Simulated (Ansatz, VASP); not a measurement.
# ZnSe: VASP beside Ansatz

Contents of INCAR:

```
SYSTEM = ZnSe
PREC = Accurate
ENCUT = 520
EDIFF = 1E-7
ISMEAR = 0
SIGMA = 0.05
LREAL = .False.
LASPH = .True.
NELM = 60
ALGO = Normal
ISIF = 2
LWAVE = .False.
LCHARG = .False.
NBANDS = 16
```

The input KPOINTS:

```
regular mesh
0
Gamma
  10 10 10
  0 0 0
```

Contents of POSCAR:

```
ZnSe
1.0
    0.0000000000      2.7084023443      2.8779113211
    2.8779113211      0.0000000000      2.8779113211
    2.8779113211      2.7084023443      0.0000000000
Zn Se
1 1
Direct
    0.0000000000      0.0000000000      0.0000000000
    0.7500000000      0.7500000000      0.7500000000
```

Input for Ansatz:

```yaml
crystal:
  lattice:
    - [0.0, 2.7084023443, 2.8779113211]
    - [2.8779113211, 0.0, 2.8779113211]
    - [2.8779113211, 2.7084023443, 0.0]
  atoms:
    - { symbol: Zn, position: [0.0, 0.0, 0.0] }
    - { symbol: Se, position: [0.75, 0.75, 0.75] }
basis:
  ecutwfc: 520.0
kpoints:
  mp_grid: { grid: [10, 10, 10] }
hamiltonian:
  xc: lda
  pseudopotentials: { kind: paw, azcp: { folder: soft_1 } }
scf:
  occupations: { method: gaussian, width: 0.05 }
output:
  forces: true
  stress: true
  eigenvalues: true
```

Alike in both runs: task single point; functional LDA; k mesh 10 × 10 × 10; occupations gaussian, width 0.05 eV; no spin polarisation.

```csv
,VASP,Ansatz
version,VASP 6.6.1,Ansatz 0.2.0
potentials or method,"VASP PAW LDA potentials, release 64 (Zn, Se), cutoff 520 eV","scalar-relativistic, plane waves, PAW"
valence electrons in the cell,18,28
```

```tsv
	VASP	Ansatz	Ansatz less VASP
gap on the k mesh at the Fermi level (eV)	0.98	0.94	-0.040
least direct gap on the mesh (eV)	0.98	0.94	-0.040
pressure (GPa)	-2.3	-2.7	-0.32
traceless stress, the component that is largest in VASP (GPa)	1.42	1.44	+0.014
```

Ansatz warns that its potentials were made for another functional, while VASP's fit it. LDA's correlation is that of Perdew and Zunger in VASP and of Perdew and Wang (1992) in Ansatz. VASP's potentials hold 18 valence electrons a cell and Ansatz's 28, so a difference there can come from the potentials and not from the codes.
